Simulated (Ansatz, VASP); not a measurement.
**One calculation of Al, two programs**

```
CELL_PARAMETERS angstrom
0.00000 1.84900 1.84900
1.84900 0.00000 1.84900
1.84900 1.84900 0.00000
ATOMIC_POSITIONS crystal
Al 0.00000 0.00000 0.00000
```

Change from the starting cell: volume scaled by 0.8, LAPW.

Alike in both runs: task single point; functional LDA; k mesh 18 × 18 × 18; occupations fermi-dirac, width 0.05 eV; no spin polarisation.

|  | VASP | Ansatz |
| --- | --- | --- |
| version | VASP 6.6.1 | Ansatz 0.2.0 |
| potentials or method | VASP PAW LDA potentials, release 64 (Al), cutoff 520 eV | all-electron LAPW, scalar-relativistic |

VASP gave:

* pressure (GPa): 31.2

Question: What did Ansatz give for the same quantities?

Answer: Pressure (GPa): 30.7.

LDA's correlation is that of Perdew and Zunger in VASP and of Perdew and Wang (1992) in Ansatz. Both programs put the cell under a high pressure, so it lies far from rest at this level. Ansatz ran all-electron here, and VASP with PAW potentials.
